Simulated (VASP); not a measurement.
Input of a VASP 6.6.1 run:

The input POSCAR:

```
Li2BrCl
1.0
    1.8760659208      1.0831471644      6.1164156605
   -1.8760659208      1.0831471644      6.1164156605
    0.0000000000     -2.1662943288      6.1164156605
Cl Br Li
1 1 2
Direct
    1.0000000000      0.0000000000      0.0000000000
    0.5000000000      0.5000000000      0.5000000000
    0.2543610294      0.2543610294      0.2543610294
    0.7456389706      0.7456389706      0.7456389706
```

The input INCAR.step1:

```
SYSTEM = Li2BrCl
PREC     = Accurate       ! precision mode
ENCUT    = 520            ! plane-wave cutoff, eV
ISMEAR   = 0              ! smearing method
SIGMA    = 0.01           ! smearing width, eV
LREAL    = .False.        ! projectors in reciprocal space
LASPH    = .True.         ! aspherical terms in the spheres
NELM     = 60             ! most SCF steps
NBANDS   = 18             ! bands
GGA      = PE             ! functional
ALGO     = Normal         ! electronic algorithm
EDIFF    = 1E-4           ! SCF threshold, eV
LWAVE    = .True.         ! write WAVECAR
LCHARG   = .False.        ! write CHGCAR
```

The input INCAR.step2:

```
SYSTEM = Li2BrCl
PREC     = Accurate       ! precision mode
ENCUT    = 520            ! plane-wave cutoff, eV
EDIFF    = 1E-7           ! SCF threshold, eV
ISMEAR   = 0              ! smearing method
SIGMA    = 0.01           ! smearing width, eV
LREAL    = .False.        ! projectors in reciprocal space
LASPH    = .True.         ! aspherical terms in the spheres
NELM     = 60             ! most SCF steps
ALGO     = Normal         ! electronic algorithm
ISIF     = 2              ! what is computed and relaxed
LWAVE    = .False.        ! write WAVECAR
LCHARG   = .False.        ! write CHGCAR
METAGGA  = R2SCAN         ! meta-GGA
LMIXTAU  = .True.       
NBANDS   = 18             ! bands
ISTART   = 1
```

File KPOINTS:

```
regular mesh
0
Gamma
  6 6 6
  0 0 0
```

Potentials or basis: VASP PAW PBE potentials, release 64 (Cl, Br, Li_sv).

Run with:

```bash
$ cat potpaw_PBE.64/Cl/POTCAR potpaw_PBE.64/Br/POTCAR potpaw_PBE.64/Li_sv/POTCAR > POTCAR
$ cp INCAR.step1 INCAR
$ mpirun -np 1 vasp_std > vasp.out
$ cp INCAR.step2 INCAR
$ mpirun -np 1 vasp_std > vasp.out
```

(1) What does it give for the largest force?

(2) Estimate the band gap on the k mesh.

Results:

(1) 0.028 eV/Å.

(2) 5.96 eV.

Caveat: the PAW data sets were made with another functional, which shifts forces and pressure a little.
